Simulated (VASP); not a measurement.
# B (P6_3/mmc) in VASP: further runs

The runs below take B through single point, relaxation of cell and atoms, with LDA.

All numbers are computed with VASP 6.6.1; they aren't measurements. Logs are shortened: lines on timing, memory, paths and dates and some standing lists are left out, and cuts for length are marked.

## Step 1: The cell of the first run

Symmetry: P6_3/mmc, No. 194, hexagonal system. Conventional cell: a = 1.762 Å, b = 1.762 Å, c = 14.406 Å, α = 90.00°, β = 90.00°, γ = 120.00°. B (site symmetry -3m) has 6 B at 1.76 Å within 2.3 Å. B (site symmetry -6m2) has 6 B at 1.76 Å within 2.3 Å.

## Step 2: Single point, LDA (volume scaled by 1.12)

Contents of INCAR:

```
  PREC = Accurate
  ENCUT = 520
  EDIFF = 1E-6
  ISMEAR = -1
  SIGMA = 0.1
  LREAL = False
  LASPH = True
  NELM = 80
  ALGO = Normal
  ISIF = 2
  LWAVE = False
  LCHARG = False
  NBANDS = 14
```

Contents of KPOINTS:

```
Automatic mesh
0
Gamma
  24 24 3
```

Contents of POSCAR:

```
B
1.0
    1.7615256390      0.0000000000      0.0000000000
   -0.8807628195      1.5255259528      0.0000000000
    0.0000000000      0.0000000000     14.4064581132
B
4
Direct
    0.0000000000      1.0000000000      0.0000000000
    0.0000000000      0.0000000000      0.5000000000
    0.3333333333      0.6666666667      0.2500000000
    0.6666666667      0.3333333333      0.7500000000
```

Potentials or basis: VASP PAW LDA potentials, release 64 (B).

The run is started by

```
$ cat potpaw_LDA.64/B/POTCAR > POTCAR
$ mpirun -np 1 vasp_std > vasp.out
```

OUTCAR:

```text
PREC = Accurate
   ENCUT = 520
   EDIFF = 1E-6
   ISMEAR = -1
   LREAL = False
   LASPH = True
   NELM = 80
   ISIF = 2

 ion  position               nearest neighbor table
   1  0.000  0.000  0.000-
   2  0.000  0.000  0.500-
   3  0.333  0.667  0.250-
   4  0.667  0.333  0.750-

  LATTYP: Found a hexagonal cell.
 ALAT       =     1.7615256390
 C/A-ratio  =     8.1783981988

  Lattice vectors:

 A1 = (   1.7615256390,   0.0000000000,   0.0000000000)
 A2 = (  -0.8807628195,   1.5255259528,   0.0000000000)
 A3 = (   0.0000000000,   0.0000000000,  14.4064581132)

Analysis of symmetry for initial positions (statically):
=====================================================================
 Subroutine PRICEL returns:
 Original cell was already a primitive cell.

 Routine SETGRP: Setting up the symmetry group for a
 hexagonal supercell.

 Subroutine GETGRP returns: Found 24 space group operations
 (whereof 12 operations were pure point group operations)
 out of a pool of 24 trial point group operations.

The static configuration has the point symmetry D_3d.
 The point group associated with its full space group is D_6h.

Analysis of symmetry for dynamics (positions and initial velocities):
=====================================================================
 Subroutine PRICEL returns:
 Original cell was already a primitive cell.

 Routine SETGRP: Setting up the symmetry group for a
 hexagonal supercell.

 Subroutine GETGRP returns: Found 24 space group operations
 (whereof 12 operations were pure point group operations)
 out of a pool of 24 trial point group operations.

The dynamic configuration has the point symmetry D_3d.
 The point group associated with its full space group is D_6h.

 Subroutine INISYM returns: Found 24 space group operations
 (whereof 12 operations are pure point group operations),
 and found     1 'primitive' translations

----------------------------------------------------------------------------------------

                                     Primitive cell

  volume of cell :      38.7138

  direct lattice vectors                    reciprocal lattice vectors
     1.761525639  0.000000000  0.000000000     0.567689722  0.327755814  0.000000000
    -0.880762820  1.525525953  0.000000000     0.000000000  0.655511627  0.000000000
     0.000000000  0.000000000 14.406458113     0.000000000  0.000000000  0.069413314

  length of vectors
     1.761525639  1.761525639 14.406458113     0.655511627  0.655511627  0.069413314

  position of ions in fractional coordinates (direct lattice)
     0.000000000  0.000000000  0.000000000
     0.000000000  0.000000000  0.500000000
     0.333333333  0.666666667  0.250000000
     0.666666667  0.333333333  0.750000000

  ion indices of the primitive-cell ions
   primitive index   ion index
                 1           1
                 2           2
                 3           3
                 4           4

----------------------------------------------------------------------------------------

 KPOINTS: Automatic mesh

Automatic generation of k-mesh.
 Grid dimensions read from file:
 generate k-points for:   24   24    3

 Generating k-lattice:

  Cartesian coordinates                     Fractional coordinates (reciprocal lattice)
     0.023653738  0.013656492  0.000000000     0.041666667  0.000000000  0.000000000
     0.000000000  0.027312984  0.000000000     0.000000000  0.041666667  0.000000000
     0.000000000  0.000000000  0.023137771     0.000000000  0.000000000  0.333333333

  Length of vectors
     0.027312984  0.027312984  0.023137771

  Shift w.r.t. Gamma in fractional coordinates (k-lattice)
     0.000000000  0.000000000  0.000000000

 Subroutine IBZKPT returns following result:
 ===========================================

 Found    122 irreducible k-points:

 Following reciprocal coordinates:
            Coordinates               Weight
  0.000000  0.000000  0.000000      1.000000
  0.041667  0.000000  0.000000      6.000000
  0.083333  0.000000  0.000000      6.000000
  0.125000 -0.000000  0.000000      6.000000
  0.166667 -0.000000  0.000000      6.000000
  0.208333 -0.000000  0.000000      6.000000
[... 16 lines left out ...]
  0.416667  0.041667  0.000000     12.000000
  0.458333  0.041667  0.000000     12.000000
 [... further k-points ...]
   k-points           NKPTS =    122   k-points in BZ     NKDIM =    122   number of bands    NBANDS=     14
   number of dos      NEDOS =    301   number of ions     NIONS =      4
   total plane-waves  NPLWV =  21168
   dimension x,y,z NGX =    14 NGY =   14 NGZ =  108
   dimension x,y,z NGXF=    28 NGYF=   28 NGZF=  216
   ions per type =               4
   NGX,Y,Z   is equivalent  to a cutoff of  13.21, 13.21, 12.46 a.u.
   NGXF,Y,Z  is equivalent  to a cutoff of  26.43, 26.43, 24.93 a.u.
 SYSTEM =  unknown system
   PREC   = accura    normal or accurate (medium, high low for compatibility)
   ISTART =      0    job   : 0-new  1-cont  2-samecut
   ICHARG =      2    charge: 1-file 2-atom 10-const
   ISPIN  =      1    spin polarized calculation?
   LNONCOLLINEAR =      F non collinear calculations
   LSORBIT =      F    spin-orbit coupling
   LASPH  =      T    aspherical Exc in radial PAW
   ENCUT  =  520.0 eV  38.22 Ry    6.18 a.u.   3.28  3.28 26.79*2*pi/ulx,y,z
   NELM   =     80;   NELMIN=  2; NELMDL= -5     # of ELM steps
   EDIFF  = 0.1E-05   stopping-criterion for ELM
   LREAL  =      F    real-space projection
   EDIFFG = 0.1E-04   stopping-criterion for IOM
   NSW    =      0    number of steps for IOM
   IBRION =     -1    ionic relax: 0-MD 1-quasi-New 2-CG
   NFREE  =      0    steps in history (QN), initial steepest desc. (CG)
   ISIF   =      2    stress and relaxation
   ISYM   =      2    0-nonsym 1-usesym 2-fastsym
   POTIM  = 0.5000    time-step for ionic-motion
   TEBEG  =    0.0;   TEEND  =   0.0 temperature during run
   PSTRESS=    0.0 pullay stress
   NELECT =      12.0000    total number of electrons
   NUPDOWN=      -1.0000    fix difference up-down
   EMIN   =  10.00;   EMAX   =-10.00  energy-range for DOS
   EFERMI =   0.00;   METHOD = LEGACY
   ISMEAR =    -1;   SIGMA  =   0.10  broadening in eV -4-tet -1-fermi 0-gaus
   EFERMI_NEDOS =   21; number of points for ismear=-14 and -15
   IALGO  =     38    algorithm
   IMIX   =      4    mixing-type and parameters
     AMIX     =   0.40;   BMIX     =  1.00
     AMIX_MAG =   1.60;   BMIX_MAG =  1.00
  volume/ion in A,a.u.               =       9.68        65.31
  Fermi-wavevector in a.u.,A,eV,Ry     =   1.107933  2.093689 16.701349  1.227515
  Thomas-Fermi vector in A             =   2.244453
   LORBIT       =      0    0 simple, 1 ext, 2 COOP (PROOUT), +10 PAW based schemes
   GGA     = CA    functional components
   LHFCALC =     F    Hartree Fock is set to
   AEXX    =    0.0000 exact exchange contribution
   IVDW    =     0    specifies the selected vdW correction
   LEPSILON=     F    determine dielectric tensor
   LRPA    =     F    only Hartree local field effects (RPA)
 non-spin polarized calculation
  energy-cutoff  :      520.00
  volume of cell :       38.71
 maximum number of plane-waves:      1068
 NGX is ok and might be reduce to    14
   NGX =  7   NGY =  7   NGZ = 53

 number of electron      12.0000000 magnetization

 Free energy of the ion-electron system (eV)
  ---------------------------------------------------
  ext. energy  EPLUGINS =         0.00000000
  ---------------------------------------------------
  free energy    TOTEN  =       -26.74123095 eV

  energy without entropy =      -26.70442370  energy(sigma->0) =      -26.72282733

 E-fermi :   4.8647     XC(G=0): -10.2025

 val. band max:        4.8549065241   @ k =   0.3750   0.2083   0.3333
 cond. band min:       4.8757307640   @ k =   0.3750   0.2083   0.0000
 fundamental gap:      0.0208242399
 Fermi energy:         4.8646766973

 k-point     1 :       0.0000    0.0000    0.0000
  band No.  band energies     occupation
      1     -11.4435      2.00000
      2     -11.2615      2.00000
      3     -11.2614      2.00000
      4     -11.0587      2.00000
      5      -3.2190      2.00000
      6      -2.2588      2.00000
      7      -2.2587      2.00000
      8      -1.0441      2.00000
      9       7.4259      0.00000
     10      10.1685      0.00000
     11      10.1685      0.00000
     12      14.3037      0.00000
     13      19.4331      0.00000
     14      25.1379      0.00000

 k-point     2 :       0.0417    0.0000    0.0000
  band No.  band energies     occupation
      1     -11.3669      2.00000
      2     -11.1861      2.00000
      3     -11.1860      2.00000
      4     -10.9848      2.00000
      5      -3.1110      2.00000
      6      -2.1523      2.00000
      7      -2.1522      2.00000
      8      -0.9385      2.00000
      9       7.5172      0.00000
     10      10.2599      0.00000
     11      10.2599      0.00000
     12      14.4055      0.00000
     13      19.4509      0.00000
     14      25.0253      0.00000

 k-point     3 :       0.0833    0.0000    0.0000
  band No.  band energies     occupation
      1     -11.1376      2.00000
      2     -10.9603      2.00000
      3     -10.9602      2.00000
      4     -10.7635      2.00000
      5      -2.7873      2.00000
      6      -1.8331      2.00000
      7      -1.8330      2.00000
      8      -0.6219      2.00000
      9       7.7901      0.00000
     10      10.5321      0.00000
     11      10.5321      0.00000
     12      14.7100      0.00000
     13      19.4759      0.00000
     14      24.5313      0.00000
[... 324 lines left out ...]
 k-point    23 :       0.4167    0.0417    0.0000
  band No.  band energies     occupation
      1      -4.0488      2.00000
      2      -3.9908      2.00000
      3      -3.9907      2.00000
      4      -3.9312      2.00000
      5       6.6735      0.00000
      6       6.7673      0.00000
      7       6.7819      0.00000
      8       6.9288      0.00000
      9       8.0442      0.00000
     10       8.7515      0.00000
     11       8.7534      0.00000
     12       9.4644      0.00000
     13      17.9913      0.00000
     14      18.3691      0.00000

 k-point    24 :       0.4583    0.0417    0.0000
  band No.  band energies     occupation
      1      -3.4012      2.00000
      2      -3.3710      2.00000
      3      -3.3709      2.00000
      4      -3.3404      2.00000
      5       5.7779      0.00022
      6       5.8867      0.00007
      7       5.8935      0.00007
      8       6.0163      0.00002
      9       9.5400      0.00000
     10       9.9476      0.00000
     11       9.9629      0.00000
     12      10.3523      0.00000
     13      16.6522      0.00000
     14      17.2350      0.00000

 [... further k-points ...]

------------------------ aborting loop because EDIFF is reached ----------------------------------------

  FORCE on cell =-STRESS in cart. coord.  units (eV):
  Direction    XX          YY          ZZ          XY          YZ          ZX
  --------------------------------------------------------------------------------------
  -------------------------------------------------------------------------------------
  Total       -6.6875349     -6.6875349     -0.2983209      0.0000000      0.0000000      0.0000000
  in kB     -276.7647980   -276.7647980    -12.3460611      0.0000000      0.0000000      0.0000000
  external PRESSURE =    -188.6252190 kB  Pullay stress =       0.0000000 kB

 VOLUME and BASIS-vectors are now :
 -----------------------------------------------------------------------------
  energy-cutoff  :      520.00
  volume of cell :       38.71
      direct lattice vectors                 reciprocal lattice vectors
     1.761525639  0.000000000  0.000000000     0.567689722  0.327755814  0.000000000
    -0.880762820  1.525525953  0.000000000     0.000000000  0.655511627  0.000000000
     0.000000000  0.000000000 14.406458113     0.000000000  0.000000000  0.069413314

 POSITION                                       TOTAL-FORCE (eV/Angst)
 -----------------------------------------------------------------------------------
      0.00000      0.00000      0.00000        -0.000000      0.000000      0.000000
      0.00000      0.00000      7.20323        -0.000000      0.000000      0.000000
     -0.00000      1.01702      3.60161        -0.000000     -0.000000     -0.000000
      0.88076      0.50851     10.80484         0.000000     -0.000000      0.000000
 -----------------------------------------------------------------------------------
    total drift:                                0.000000      0.000000      0.000000

  FREE ENERGIE OF THE ION-ELECTRON SYSTEM (eV)
  ---------------------------------------------------
  free  energy   TOTEN  =       -26.7412309501 eV

  energy  without entropy=      -26.7044237003  energy(sigma->0) =      -26.72282733
```

It took 30 s on 1 thread of AMD EPYC 9R45 (Zen 5), shared host; peak memory 0.13 GiB.

What came out:

* Free energy: -26.7412 eV
* Pressure: -18.9 GPa
* Band gap on the k mesh: zero (band 6 reaches 7.92 eV, above the bottom of band 7 at -2.26 eV)

[end of part 1 of 3]
